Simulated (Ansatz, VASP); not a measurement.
# One calculation of Gd, two programs

```
CELL_PARAMETERS angstrom
3.68385 0.00000 0.00000
-1.84192 3.19031 0.00000
0.00000 0.00000 5.85870
ATOMIC_POSITIONS crystal
Gd 0.66667 0.33333 0.75000
Gd 0.33333 0.66667 0.25000
```

Alike in both runs: task single point; functional r2SCAN; k mesh 8 × 8 × 5; occupations fermi-dirac, width 0.05 eV; collinear spin.

|  | VASP | Ansatz |
| --- | --- | --- |
| version | VASP 6.6.1 | Ansatz 0.2.0 |
| potentials or method | VASP PAW PBE potentials, release 64 (Gd) | Ansatz PAW |
| plane-wave cutoff (eV) | 520 | 500 |
| valence electrons in the cell | 36 | 36 |

|  | VASP | Ansatz | Ansatz less VASP |
| --- | --- | --- | --- |
| gap on the k mesh at the Fermi level (eV) | none | none | - |
| pressure (GPa) | -0.7 | -0.7 | +0.07 |
| traceless stress, the component that is largest in VASP (GPa) | 0.72 | 0.72 | -0.003 |
| net moment per atom (μB) | 7.94 | 7.94 | +0.003 |
| size of the moment on the site where the two differ most (μB) | 7.08 | 7.58 | +0.503 |

VASP's potentials were made for PBE, not for r2SCAN. Site moments also hang on the region over which each program counts them. A gap of «none» marks a metal or a gap that the smearing closes.

Spin-orbit coupling is off throughout. Noted on Ansatz's run: the magnetic or orbital state may not be the lowest.
